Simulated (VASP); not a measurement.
# Zr (Fm-3m) in VASP: further runs

The runs below take Zr through single point, with PBE, PBEsol+D3(BJ), revPBE.

All numbers are computed with VASP 6.6.1; they aren't measurements. Logs are shortened: lines on timing, memory, paths and dates and some standing lists are left out, and cuts for length are marked.

## (1) The cell of the first run

Symmetry: Fm-3m, No. 225, cubic system. The conventional cell has a = 4.529 Å, b = 4.529 Å, c = 4.529 Å, α = 90.00°, β = 90.00°, γ = 90.00°. Zr (site symmetry m-3m) has 12 Zr at 3.20 Å within 4.2 Å.

## (2) Single point, PBE

Contents of INCAR:

```
PREC = Accurate
ENCUT = 520
EDIFF = 1E-6
ISMEAR = 0
SIGMA = 0.1
LREAL = F
LASPH = T
NELM = 60
ALGO = Normal
ISIF = 2
LWAVE = F
LCHARG = F
GGA = PE
NBANDS = 12
```

Contents of KPOINTS:

```
Automatic mesh
0
Gamma
  10 10 10
```

Contents of POSCAR:

```
Zr
1.0
    0.0000000000      2.2646202716      2.2646202716
    2.2646202716      0.0000000000      2.2646202716
    2.2646202716      2.2646202716      0.0000000000
Zr
1
Direct
    0.0000000000      0.0000000000      0.0000000000
```

Potentials or basis: VASP PAW PBE potentials, release 64 (Zr_sv).

The run is started by

```console
$ cat potpaw_PBE.64/Zr_sv/POTCAR > POTCAR
$ mpirun -np 1 vasp_std > vasp.out
```

OUTCAR:

```text
PREC = Accurate
   ENCUT = 520
   EDIFF = 1E-6
   ISMEAR = 0
   LREAL = F
   LASPH = T
   NELM = 60
   ISIF = 2
   GGA = PE

 ion  position               nearest neighbor table
   1  0.000  0.000  0.000-

  LATTYP: Found a face centered cubic cell.
 ALAT       =     4.5292405432

  Lattice vectors:

 A1 = (   0.0000000000,   2.2646202716,   2.2646202716)
 A2 = (   2.2646202716,   0.0000000000,   2.2646202716)
 A3 = (   2.2646202716,   2.2646202716,   0.0000000000)

Analysis of symmetry for initial positions (statically):
=====================================================================
 Subroutine PRICEL returns:
 Original cell was already a primitive cell.

 Routine SETGRP: Setting up the symmetry group for a
 face centered cubic supercell.

 Subroutine GETGRP returns: Found 48 space group operations
 (whereof 48 operations were pure point group operations)
 out of a pool of 48 trial point group operations.

The static configuration has the point symmetry O_h .

Analysis of symmetry for dynamics (positions and initial velocities):
=====================================================================
 Subroutine PRICEL returns:
 Original cell was already a primitive cell.

 Routine SETGRP: Setting up the symmetry group for a
 face centered cubic supercell.

 Subroutine GETGRP returns: Found 48 space group operations
 (whereof 48 operations were pure point group operations)
 out of a pool of 48 trial point group operations.

The dynamic configuration has the point symmetry O_h .

 Subroutine INISYM returns: Found 48 space group operations
 (whereof 48 operations are pure point group operations),
 and found     1 'primitive' translations

----------------------------------------------------------------------------------------

                                     Primitive cell

  volume of cell :      23.2282

  direct lattice vectors                    reciprocal lattice vectors
     0.000000000  2.264620272  2.264620272    -0.220787567  0.220787567  0.220787567
     2.264620272  0.000000000  2.264620272     0.220787567 -0.220787567  0.220787567
     2.264620272  2.264620272  0.000000000     0.220787567  0.220787567 -0.220787567

  length of vectors
     3.202656702  3.202656702  3.202656702     0.382415284  0.382415284  0.382415284

  position of ions in fractional coordinates (direct lattice)
     0.000000000  0.000000000  0.000000000

  ion indices of the primitive-cell ions
   primitive index   ion index
                 1           1

----------------------------------------------------------------------------------------

 KPOINTS: Automatic mesh

Automatic generation of k-mesh.
 Grid dimensions read from file:
 generate k-points for:   10   10   10

 Generating k-lattice:

  Cartesian coordinates                     Fractional coordinates (reciprocal lattice)
    -0.022078757  0.022078757  0.022078757     0.100000000  0.000000000  0.000000000
     0.022078757 -0.022078757  0.022078757     0.000000000  0.100000000  0.000000000
     0.022078757  0.022078757 -0.022078757     0.000000000  0.000000000  0.100000000

  Length of vectors
     0.038241528  0.038241528  0.038241528

  Shift w.r.t. Gamma in fractional coordinates (k-lattice)
     0.000000000  0.000000000  0.000000000

 Subroutine IBZKPT returns following result:
 ===========================================

 Found     47 irreducible k-points:

 Following reciprocal coordinates:
            Coordinates               Weight
  0.000000  0.000000  0.000000      1.000000
  0.100000  0.000000  0.000000      8.000000
  0.200000  0.000000  0.000000      8.000000
  0.300000  0.000000  0.000000      8.000000
  0.400000  0.000000  0.000000      8.000000
  0.500000  0.000000  0.000000      4.000000
[... 16 lines left out ...]
  0.300000  0.300000  0.000000      6.000000
  0.400000  0.300000  0.000000     24.000000
 [... further k-points ...]
   k-points           NKPTS =     47   k-points in BZ     NKDIM =     47   number of bands    NBANDS=     12
   number of dos      NEDOS =    301   number of ions     NIONS =      1
   total plane-waves  NPLWV =  13824
   dimension x,y,z NGX =    24 NGY =   24 NGZ =   24
   dimension x,y,z NGXF=    48 NGYF=   48 NGZF=   48
   ions per type =               1
   NGX,Y,Z   is equivalent  to a cutoff of  12.46, 12.46, 12.46 a.u.
   NGXF,Y,Z  is equivalent  to a cutoff of  24.92, 24.92, 24.92 a.u.
 SYSTEM =  unknown system
   PREC   = accura    normal or accurate (medium, high low for compatibility)
   ISTART =      0    job   : 0-new  1-cont  2-samecut
   ICHARG =      2    charge: 1-file 2-atom 10-const
   ISPIN  =      1    spin polarized calculation?
   LNONCOLLINEAR =      F non collinear calculations
   LSORBIT =      F    spin-orbit coupling
   LASPH  =      T    aspherical Exc in radial PAW
   ENCUT  =  520.0 eV  38.22 Ry    6.18 a.u.   5.95  5.95  5.95*2*pi/ulx,y,z
   NELM   =     60;   NELMIN=  2; NELMDL= -5     # of ELM steps
   EDIFF  = 0.1E-05   stopping-criterion for ELM
   LREAL  =      F    real-space projection
   EDIFFG = 0.1E-04   stopping-criterion for IOM
   NSW    =      0    number of steps for IOM
   IBRION =     -1    ionic relax: 0-MD 1-quasi-New 2-CG
   NFREE  =      0    steps in history (QN), initial steepest desc. (CG)
   ISIF   =      2    stress and relaxation
   ISYM   =      2    0-nonsym 1-usesym 2-fastsym
   POTIM  = 0.5000    time-step for ionic-motion
   TEBEG  =    0.0;   TEEND  =   0.0 temperature during run
   PSTRESS=    0.0 pullay stress
   NELECT =      12.0000    total number of electrons
   NUPDOWN=      -1.0000    fix difference up-down
   EMIN   =  10.00;   EMAX   =-10.00  energy-range for DOS
   EFERMI =   0.00;   METHOD = LEGACY
   ISMEAR =     0;   SIGMA  =   0.10  broadening in eV -4-tet -1-fermi 0-gaus
   EFERMI_NEDOS =   21; number of points for ismear=-14 and -15
   IALGO  =     38    algorithm
   IMIX   =      4    mixing-type and parameters
     AMIX     =   0.40;   BMIX     =  1.00
     AMIX_MAG =   1.60;   BMIX_MAG =  1.00
  volume/ion in A,a.u.               =      23.23       156.75
  Fermi-wavevector in a.u.,A,eV,Ry     =   1.313600  2.482344 23.477470  1.725545
  Thomas-Fermi vector in A             =   2.443912
   LORBIT       =      0    0 simple, 1 ext, 2 COOP (PROOUT), +10 PAW based schemes
   GGA     = PE    functional components
   LHFCALC =     F    Hartree Fock is set to
   AEXX    =    0.0000 exact exchange contribution
   IVDW    =     0    specifies the selected vdW correction
   LEPSILON=     F    determine dielectric tensor
   LRPA    =     F    only Hartree local field effects (RPA)
 non-spin polarized calculation
 Gauss-broadening in eV      SIGMA  =   0.10
  energy-cutoff  :      520.00
  volume of cell :       23.23
 maximum number of plane-waves:       636
   NGX = 11   NGY = 11   NGZ = 11

 number of electron      12.0000000 magnetization

 Free energy of the ion-electron system (eV)
  ---------------------------------------------------
  ext. energy  EPLUGINS =         0.00000000
  ---------------------------------------------------
  free energy    TOTEN  =        -8.48531965 eV

  energy without entropy =       -8.47778420  energy(sigma->0) =       -8.48155193

 E-fermi :   8.8999     XC(G=0): -11.0931

 val. band max:        8.8987036272   @ k =  -0.3000   0.2000   0.0000
 cond. band min:       8.9302162734   @ k =   0.3000   0.0000   0.0000
 fundamental gap:      0.0315126462
 Fermi energy:         8.8999430145

 k-point     1 :       0.0000    0.0000    0.0000
  band No.  band energies     occupation
      1     -39.7925      2.00000
      2     -17.3058      2.00000
      3     -17.3058      2.00000
      4     -17.3058      2.00000
      5       3.3569      2.00000
      6       9.8919      0.00000
      7       9.8919      0.00000
      8       9.8919      0.00000
      9      12.3089      0.00000
     10      12.3089      0.00000
     11      19.4142      0.00000
     12      23.5957      0.00000

 k-point     2 :       0.1000    0.0000    0.0000
  band No.  band energies     occupation
      1     -39.7792      2.00000
      2     -17.4038      2.00000
      3     -17.3179      2.00000
      4     -17.3179      2.00000
      5       3.6748      2.00000
      6       9.6119      0.00000
      7      10.0347      0.00000
      8      10.0347      0.00000
      9      12.1737      0.00000
     10      12.1737      0.00000
     11      20.0743      0.00000
     12      22.4281      0.00000

 k-point     3 :       0.2000    0.0000    0.0000
  band No.  band energies     occupation
      1     -39.7441      2.00000
      2     -17.6542      2.00000
      3     -17.3495      2.00000
      4     -17.3495      2.00000
      5       4.5110      2.00000
      6       9.0876      0.00796
      7      10.2443      0.00000
      8      10.2443      0.00000
      9      12.1122      0.00000
     10      12.1122      0.00000
     11      20.4328      0.00000
     12      21.9860      0.00000

 k-point     4 :       0.3000    0.0000    0.0000
  band No.  band energies     occupation
      1     -39.7004      2.00000
      2     -17.9520      2.00000
      3     -17.3882      2.00000
      4     -17.3882      2.00000
      5       5.4480      2.00000
      6       8.9302      0.66856
      7      10.1009      0.00000
      8      10.1009      0.00000
      9      12.7047      0.00000
     10      12.7047      0.00000
     11      19.2383      0.00000
     12      22.3216      0.00000

 k-point     5 :       0.4000    0.0000    0.0000
  band No.  band energies     occupation
      1     -39.6646      2.00000
      2     -18.1847      2.00000
      3     -17.4191      2.00000
      4     -17.4191      2.00000
      5       5.9016      2.00000
      6       9.5238      0.00000
      7       9.8279      0.00000
      8       9.8279      0.00000
      9      13.6256      0.00000
     10      13.6256      0.00000
     11      18.5330      0.00000
     12      20.3841      0.00000

 k-point     6 :       0.5000    0.0000    0.0000
  band No.  band energies     occupation
      1     -39.6509      2.00000
      2     -18.2718      2.00000
      3     -17.4309      2.00000
      4     -17.4309      2.00000
      5       5.9694      2.00000
      6       9.7133      0.00000
      7       9.7133      0.00000
      8      10.0206      0.00000
      9      14.0919      0.00000
     10      14.0919      0.00000
     11      18.4660      0.00000
     12      19.1733      0.00000

 k-point     7 :       0.1000    0.1000    0.0000
  band No.  band energies     occupation
      1     -39.7748      2.00000
      2     -17.4015      2.00000
      3     -17.3393      2.00000
      4     -17.3393      2.00000
      5       3.7804      2.00000
      6       9.4362      0.00000
      7      10.1464      0.00000
      8      10.1464      0.00000
      9      11.7657      0.00000
     10      12.4518      0.00000
     11      20.3165      0.00000
     12      22.9171      0.00000

 k-point     8 :       0.2000    0.1000    0.0000
  band No.  band energies     occupation
      1     -39.7470      2.00000
      2     -17.5872      2.00000
      3     -17.3782      2.00000
      4     -17.3634      2.00000
      5       4.4502      2.00000
      6       8.9569      0.42065
      7      10.3396      0.00000
      8      10.4270      0.00000
      9      11.4273      0.00000
     10      12.5741      0.00000
     11      21.3336      0.00000
     12      21.9576      0.00000
[... 166 lines left out ...]
 k-point    20 :      -0.4000    0.2000    0.0000
  band No.  band energies     occupation
      1     -39.6321      2.00000
      2     -18.1454      2.00000
      3     -17.6771      2.00000
      4     -17.4792      2.00000
      5       6.9539      2.00000
      6       8.3212      2.00000
      7       9.3897      0.00000
      8      10.6334      0.00000
      9      13.4817      0.00000
     10      15.5568      0.00000
     11      18.0864      0.00000
     12      21.3945      0.00000

 k-point    21 :      -0.3000    0.2000    0.0000
  band No.  band energies     occupation
      1     -39.6514      2.00000
      2     -18.0464      2.00000
      3     -17.6667      2.00000
      4     -17.4319      2.00000
      5       6.8439      2.00000
      6       8.6105      1.99996
      7       8.8987      1.01398
      8      10.7014      0.00000
      9      12.3195      0.00000
     10      15.2060      0.00000
     11      19.5535      0.00000
     12      21.9655      0.00000

 k-point    22 :      -0.2000    0.2000    0.0000
  band No.  band energies     occupation
      1     -39.6853      2.00000
      2     -17.9036      2.00000
      3     -17.5752      2.00000
      4     -17.3830      2.00000
      5       6.0609      2.00000
      6       8.4926      2.00000
      7       9.4853      0.00000
      8      10.9573      0.00000
      9      11.3041      0.00000
     10      14.1471      0.00000
     11      20.7087      0.00000
     12      23.3305      0.00000

 k-point    23 :       0.3000    0.3000    0.0000
  band No.  band energies     occupation
      1     -39.6701      2.00000
      2     -17.9188      2.00000
      3     -17.5320      2.00000
      4     -17.5320      2.00000
      5       5.9614      2.00000
      6       7.5571      2.00000
      7      10.0314      0.00000
      8      12.1084      0.00000
      9      12.1084      0.00000
     10      13.3925      0.00000
     11      22.5809      0.00000
     12      22.5809      0.00000

 k-point    24 :       0.4000    0.3000    0.0000
  band No.  band energies     occupation
      1     -39.6419      2.00000
      2     -18.0427      2.00000
      3     -17.6016      2.00000
      4     -17.5698      2.00000
      5       6.2981      2.00000
      6       7.3294      2.00000
      7       9.9793      0.00000
      8      12.3250      0.00000
      9      13.3323      0.00000
     10      13.9780      0.00000
     11      20.4583      0.00000
     12      21.5864      0.00000

 [... further k-points ...]
[... 5 lines left out ...]
  --------------------------------------------------------------------------------------
  -------------------------------------------------------------------------------------
  Total        0.0097299      0.0097299      0.0097299      0.0000000      0.0000000     -0.0000000
  in kB        0.6711253      0.6711253      0.6711253      0.0000000      0.0000000     -0.0000000
  external PRESSURE =       0.6711253 kB  Pullay stress =       0.0000000 kB

 VOLUME and BASIS-vectors are now :
 -----------------------------------------------------------------------------
  energy-cutoff  :      520.00
  volume of cell :       23.23
      direct lattice vectors                 reciprocal lattice vectors
     0.000000000  2.264620272  2.264620272    -0.220787567  0.220787567  0.220787567
     2.264620272  0.000000000  2.264620272     0.220787567 -0.220787567  0.220787567
     2.264620272  2.264620272  0.000000000     0.220787567  0.220787567 -0.220787567

 POSITION                                       TOTAL-FORCE (eV/Angst)
 -----------------------------------------------------------------------------------
      0.00000      0.00000      0.00000         0.000000      0.000000     -0.000000
 -----------------------------------------------------------------------------------
    total drift:                               -0.000000      0.000000      0.000000

  FREE ENERGIE OF THE ION-ELECTRON SYSTEM (eV)
  ---------------------------------------------------
  free  energy   TOTEN  =        -8.4853196538 eV

  energy  without entropy=       -8.4777842015  energy(sigma->0) =       -8.48155193
```

Run time: 20 s. Hardware: 1 thread of AMD EPYC 7R13, shared host; peak memory 0.11 GiB.

Results:

| Quantity | Value |
| --- | --- |
| Free energy | -8.4853 eV |
| Pressure | 0.1 GPa |
| Band gap on the k mesh | zero (band 6 reaches 9.89 eV, above the bottom of band 7 at 8.63 eV) |

Levels at points of the mesh, in eV from the Fermi level:
```tsv
k point	band 4	band 5	band 6	band 7	band 8	band 9
(0.00, 0.00, 0.00)	-26.21	-5.54	0.99	0.99	0.99	3.41
(0.50, 0.00, 0.00)	-26.33	-2.93	0.81	0.81	1.12	5.19
(0.50, 0.50, 0.00)	-26.55	-2.97	-2.17	3.01	5.20	5.70
```

## (3) Single point, PBEsol+D3(BJ)

Contents of INCAR:

```
SYSTEM = Zr
ALGO = Normal
EDIFF = 1E-6
ENCUT = 520
GGA = PS
ISIF = 2
ISMEAR = 0
IVDW = 12
LASPH = .TRUE.
LCHARG = .TRUE.
LELF = .TRUE.
LREAL = .FALSE.
LVHAR = .TRUE.
LWAVE = .FALSE.
NBANDS = 12
NELECT = 14.0
NELM = 80
PREC = Accurate
SIGMA = 0.1
```

Contents of KPOINTS:

```
k-points
0
G
  10 10 10
  0 0 0
```

POSCAR is that of step 2.

Potentials or basis: VASP PAW PBE potentials, release 64 (Zr_sv).

The run is started by

```console
$ cat potpaw_PBE.64/Zr_sv/POTCAR > POTCAR
$ mpirun -np 1 vasp_std > vasp.out
```

Wall time 28 s (1 thread of AMD EPYC 7R13, shared host); peak memory 0.12 GiB.

Results (log left out):

```
Free energy                : 8.5649 eV
Dispersion energy per atom : -0.577 eV
```

Levels at points of the mesh, in eV from the Fermi level:
```
           k point  band 5  band 6  band 7  band 8  band 9  band 10
(0.00, 0.00, 0.00)   -7.78   -0.24   -0.24   -0.24    2.35     2.35
(0.50, 0.00, 0.00)   -4.71   -0.83   -0.52   -0.52    4.35     4.35
(0.50, 0.50, 0.00)   -4.84   -3.65    1.25    4.32    4.95     4.95
```

Caveat: the cell carries a net charge on a neutralising background, which shifts energy and pressure; the cell is charged against a uniform background, so pressure and absolute levels hang on convention; three body term missing; the PAW data sets were made with another functional, which shifts forces and pressure a little; pairwise dispersion overbinds metals, which lowers pressure and volume.

## (4) Single point, PBE

Contents of INCAR:

```
PREC = Accurate ; ENCUT = 520
EDIFF = 1E-6 ; ISMEAR = 0
SIGMA = 0.1 ; LREAL = F
LASPH = T ; NELM = 60
ALGO = Normal ; ISIF = 2
LWAVE = F ; LCHARG = F
GGA = PE ; NELECT = 13.0
NBANDS = 12
```

Contents of KPOINTS:

```
Automatic mesh
0
Gamma
  10 10 10
```

POSCAR is that of step 3.

The run is started by

```console
$ cat potpaw_PBE.64/Zr_sv/POTCAR > POTCAR
$ mpirun -np 1 vasp_std > vasp.out
```

Wall time 25 s (1 thread of AMD EPYC 7R13, shared host); peak memory 0.11 GiB.

It converged, with:

* Free energy: 0.5380 eV

Levels at points of the mesh, in eV from the Fermi level:
```csv
k point,band 4,band 5,band 6,band 7,band 8,band 9
"(0.00, 0.00, 0.00)",-26.25,-6.56,0.49,0.49,0.49,2.99
"(0.50, 0.00, 0.00)",-26.38,-3.70,0.23,0.26,0.26,4.87
"(0.50, 0.50, 0.00)",-26.61,-3.79,-2.80,2.22,4.86,5.42
```

Caveat: the cell carries a net charge on a neutralising background, which shifts energy and pressure; the cell is charged against a uniform background, so pressure and absolute levels hang on convention.

## (5) Single point, revPBE

Contents of INCAR:

```
SYSTEM = Zr
ALGO = Normal
EDIFF = 1E-7
ENCUT = 520
GGA = RE
ISIF = 2
ISMEAR = 0
LASPH = .True.
LCHARG = .False.
LREAL = .False.
LWAVE = .False.
NBANDS = 12
NELM = 80
PREC = Accurate
SIGMA = 0.1
```

Contents of KPOINTS:

```
k-points
0
Gamma
  10 10 10
  0 0 0
```

POSCAR is that of step 4.

The run is started by

```console
$ cat potpaw_PBE.64/Zr_sv/POTCAR > POTCAR
$ mpirun -np 1 vasp_std > vasp.out
```

Run time: 23 s. Hardware: 1 thread of AMD EPYC 7R13, shared host; peak memory 0.11 GiB.

It converged, with:

```
Free energy            : -8.1423 eV
Pressure               : 1.7 GPa
Band gap on the k mesh : zero (band 6 reaches 9.96 eV, above the bottom of band 7 at 8.69 eV)
```

Levels at points of the mesh, in eV from the Fermi level:
```csv
k point,band 4,band 5,band 6,band 7,band 8,band 9
"(0.00, 0.00, 0.00)",-26.23,-5.54,1.00,1.00,1.00,3.42
"(0.50, 0.00, 0.00)",-26.35,-2.92,0.82,0.82,1.11,5.19
"(0.50, 0.50, 0.00)",-26.57,-2.96,-2.17,3.01,5.20,5.69
```

Caveat: the PAW data sets were made with another functional, which shifts forces and pressure a little.
